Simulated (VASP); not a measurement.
Crystal: C.

```
C
1.0
     1.22803    0.70900    3.34701
    -1.22803    0.70900    3.34701
     0.00000   -1.41800    3.34701
C
2
Direct
  0.83600 0.83600 0.83600
  0.16400 0.16400 0.16400
```

```yaml
Program: VASP 6.6.1
Task: relaxation of cell and atoms
Functional: LDA
Potentials_or_basis: VASP PAW LDA potentials, release 64 (C)
Cutoff: 600 eV
k_mesh: 8 × 8 × 8
Occupations: fermi-dirac, width 0.05 eV
Spin: no spin polarisation
```

At the start: pressure -3.8 GPa; volume 8.74 Å³/atom.

Where does the relaxation end?

Over 11 steps the energy falls by 13.5 meV/atom and the volume is 8.48 Å³/atom (-3.0 %); space group R-3m (No. 166, to 0.1 Å) before and after.

Step by step:
| step | energy change (eV) | largest force (eV/Å) | pressure (GPa) | volume (Å³) |
| --- | --- | --- | --- | --- |
| 1 | 0.0000 | 0.9085 | -3.79 | 17.48 |
| 2 | -0.0034 | 0.5975 | 8.15 | 16.97 |
| 3 | -0.0246 | 0.1255 | 2.35 | 17.21 |
| 4 | -0.0219 | 0.2064 | -4.27 | 17.45 |
| 5 | -0.0263 | 0.0018 | -0.26 | 17.31 |
| 6 | -0.0263 | 0.0008 | -0.21 | 17.30 |
| 7 | -0.0264 | 0.0004 | -0.19 | 17.28 |
| 8 | -0.0266 | 0.0006 | -0.15 | 17.21 |
| 9 | -0.0269 | 0.0028 | -0.05 | 17.08 |
| 10 | -0.0269 | 0.0076 | 0.20 | 16.80 |
| 11 | -0.0270 | 0.0049 | 0.06 | 16.96 |

Final structure:
```xyz
2
Lattice="1.2229 0.7061 3.2727 -1.2229 0.7061 3.2727 0.0000 -1.4121 3.2727" Properties=species:S:1:pos:R:3 pbc="T T T"
C     0.0000    0.0000    8.1822
C     0.0000    0.0000    1.6359
```
